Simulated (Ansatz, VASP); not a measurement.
PbO: VASP beside Ansatz

The input INCAR:

```
SYSTEM = PbO
  PREC = Accurate
  ENCUT = 600
  EDIFF = 1E-7
  ISMEAR = 0
  SIGMA = 0.1
  LREAL = .False.
  LASPH = .True.
  NELM = 100
  ALGO = Normal
  ISIF = 3
  LWAVE = .False.
  LCHARG = .False.
  GGA = PE
  IBRION = 2
  NSW = 90
  EDIFFG = -0.04
```

Contents of KPOINTS:

```
Automatic mesh
0
Gamma
  4 4 4
  0 0 0
```

Contents of POSCAR:

```
PbO
1.0
    5.8931000000      0.0000000000      0.0000000000
    0.0000000000      5.4904000000      0.0000000000
    0.0000000000      0.0000000000      4.7528000000
Pb O
4 4
Direct
    0.2297000000      0.9884000000      0.2500000000
    0.7703000000      0.0116000000      0.7500000000
    0.2297000000      0.5116000000      0.7500000000
    0.7703000000      0.4884000000      0.2500000000
    0.8653000000      0.0917000000      0.2500000000
    0.1347000000      0.9083000000      0.7500000000
    0.8653000000      0.4083000000      0.7500000000
    0.1347000000      0.5917000000      0.2500000000
```

Input for Ansatz:

```yaml
crystal:
  lattice:
    - [5.8931, 0.0, 0.0]
    - [0.0, 5.4904, 0.0]
    - [0.0, 0.0, 4.7528]
  atoms:
    - { symbol: Pb, position: [0.2297, 0.9884, 0.25] }
    - { symbol: Pb, position: [0.7703, 0.0116, 0.75] }
    - { symbol: Pb, position: [0.2297, 0.5116, 0.75] }
    - { symbol: Pb, position: [0.7703, 0.4884, 0.25] }
    - { symbol: O, position: [0.8653, 0.0917, 0.25] }
    - { symbol: O, position: [0.1347, 0.9083, 0.75] }
    - { symbol: O, position: [0.8653, 0.4083, 0.75] }
    - { symbol: O, position: [0.1347, 0.5917, 0.25] }
basis:
  ecutwfc: 420
kpoints:
  mp_grid: { grid: [4, 4, 4] }
hamiltonian:
  xc: pbe
scf:
  occupations: { method: gaussian, width: 0.1 }
  lower_state_search: "off"
output:
  forces: true
  stress: true
  eigenvalues: true
relax:
  adjacent_minimum: "off"
  f_tol: 0.04
  max_steps: 70
  cell: { stress_tol: 0.4 }
```

Alike in both runs: task relaxation of cell and atoms; functional PBE; k mesh 4 × 4 × 4; occupations gaussian, width 0.1 eV; no spin polarisation.

|  | VASP | Ansatz |
| --- | --- | --- |
| version | VASP 6.6.1 | Ansatz 0.2.0 |
| potentials or method | VASP PAW PBE potentials, release 64 (Pb_d, O), cutoff 600 eV | scalar-relativistic, plane waves, PAW |
| valence electrons in the cell | 80 | 80 |

```tsv
	VASP	Ansatz	Ansatz less VASP
gap on the k mesh at the Fermi level, each at its own relaxed structure (eV)	2.45	2.47	+0.018
relaxed volume (Å³/atom)	21.93	21.66	-0.270
relaxed length of the cell vector where the two differ most in proportion (Å)	5.806	5.766	-0.0400
```

Spin-orbit coupling is off throughout.
